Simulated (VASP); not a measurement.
Wanted: the native input for a VASP 6.6.1 run.

| Property | Result |
| --- | --- |
| Task | relaxation of cell and atoms |
| Functional | PBEsol |
| Potentials or basis | VASP PAW PBE potentials, release 64 (Ca_sv, Se) |
| Cutoff | 600 eV |
| k mesh | 8 × 8 × 8 |
| Occupations | gaussian, width 0.01 eV |
| Spin | no spin polarisation |
| Target pressure | 10 GPa |
| Dipole correction | no |
| Further INCAR settings | ALGO = Normal; EDIFF = 1e-07; IBRION = 2; EDIFFG = -0.002; NSW = 100; ISIF = 3 |

The structure of CaSe lies in POSCAR:

```
CaSe
1.0
    2.9344505834      2.9344505834      0.0000000000
   -2.9344505834      2.9344505834      0.0000000000
    0.0000000000      2.9344505834      2.9344505834
Ca Se
1 1
Direct
    0.0000000000      0.0000000000      0.0000000000
    0.5000000000      0.5000000000      0.0000000000
```

One way to write it, as run:

INCAR

```
SYSTEM = CaSe
  PREC = Accurate
  ENCUT = 600
  EDIFF = 1E-7
  ISMEAR = 0
  SIGMA = 0.01
  LREAL = .FALSE.
  LASPH = .TRUE.
  NELM = 100
  ALGO = Normal
  ISIF = 3
  LWAVE = .FALSE.
  LCHARG = .FALSE.
  GGA = PS
  IBRION = 2
  NSW = 100
  EDIFFG = -0.002
  PSTRESS = 100.0
```

KPOINTS

```
Automatic mesh
0
G
  8 8 8
  0 0 0
```

Potentials or basis: VASP PAW PBE potentials, release 64 (Ca_sv, Se).

Command:

```sh
$ cat potpaw_PBE.64/Ca_sv/POTCAR potpaw_PBE.64/Se/POTCAR > POTCAR
$ mpirun -np 1 vasp_std > vasp.out
```

It gave:

```yaml
Relaxed_volume: 21.99 Å³/atom
Relaxed_cell: a = 3.962 Å, b = 3.962 Å, c = 3.962 Å, α = 60.00°, β = 60.00°, γ = 90.00°
Space_group_after_relaxing_to_0.1_Å: Fm-3m (No. 225)
Energy_change_on_relaxing_the_run_minimises_the_enthalpy: +93.4 meV/atom
Ionic_steps: 6
Pressure_after_relaxing: 10.0 GPa
Band_gap_on_the_k_mesh: 1.43 eV (least direct gap 2.53 eV)
```

Caveat: the cell is relaxed towards a set pressure, so the run minimises the enthalpy, not the energy; the PAW data sets were made with another functional, which shifts forces and pressure a little.

Wall time 110 s on 1 thread of AMD EPYC 7R13 Processor (Zen 3), with other jobs on the host, peak memory 0.19 GiB.
